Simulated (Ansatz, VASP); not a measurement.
Sr in VASP and in Ansatz

```
Sr
1.0
     0.00000    3.19847    3.19847
     3.19847    0.00000    3.19847
     3.19847    3.19847    0.00000
Sr
1
Direct
  0.00000 0.00000 0.00000
```

Alike in both runs: task single point; functional RPBE; k mesh 15 × 15 × 15; occupations fermi-dirac, width 0.1 eV; no spin polarisation.

```csv
,VASP,Ansatz
version,VASP 6.6.1,Ansatz 0.2.0
potentials or method,"VASP PAW PBE potentials, release 64 (Sr_sv), cutoff 520 eV","plane waves (420 eV) with PAW, scalar-relativistic"
valence electrons in the cell,10,10
```

|  | VASP | Ansatz | Ansatz less VASP |
| --- | --- | --- | --- |
| pressure (GPa) | -1.0 | -1.0 | 0.00 |

VASP's potentials were made for PBE, not for RPBE.
